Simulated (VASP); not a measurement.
Here is a VASP 6.6.1 calculation.

INCAR

```
PREC     = Accurate       # precision mode
ENCUT    = 520            # plane-wave cutoff, eV
EDIFF    = 1E-7           # SCF threshold, eV
ISMEAR   = -1             # smearing method
SIGMA    = 0.05           # smearing width, eV
LREAL    = F              # projectors in reciprocal space
LASPH    = T              # aspherical terms in the spheres
NELM     = 80             # most SCF steps
ALGO     = Normal         # electronic algorithm
ISIF     = 2              # what is computed and relaxed
LWAVE    = F              # write WAVECAR
LCHARG   = F              # write CHGCAR
GGA      = PS             # functional
NBANDS   = 24             # bands
```

The input KPOINTS:

```
Automatic mesh
0
Gamma
  7 7 4
```

The input POSCAR:

```
ZrC
1.0
    3.3914762718      0.0000000000      0.0000000000
   -1.6957381359      2.9371046077      0.0000000000
    0.0000000000      0.0000000000      5.2900530000
Zr C
2 2
Direct
    0.6666666667      0.3333333333      0.7500000000
    0.3333333333      0.6666666667      0.2500000000
    0.0000000000      0.0000000000      0.5000000000
    0.0000000000      0.0000000000      0.0000000000
```

Potentials or basis: VASP PAW PBE potentials, release 64 (Zr_sv, C).

Command:

```sh
$ cat potpaw_PBE.64/Zr_sv/POTCAR potpaw_PBE.64/C/POTCAR > POTCAR
$ mpirun -np 1 vasp_std > vasp.out
```

Estimate the pressure.

-7.6 GPa.

Estimate the band gap on the k mesh.

zero (bands 16 and 17 overlap by 1.09 eV).

Stress tensor (GPa, compression positive):
```
-8.74  0.00  0.00
 0.00 -8.74  0.00
 0.00  0.00 -5.18
```

Caveat: the cell stands under tension; the PAW data sets were made with another functional, which shifts forces and pressure a little.
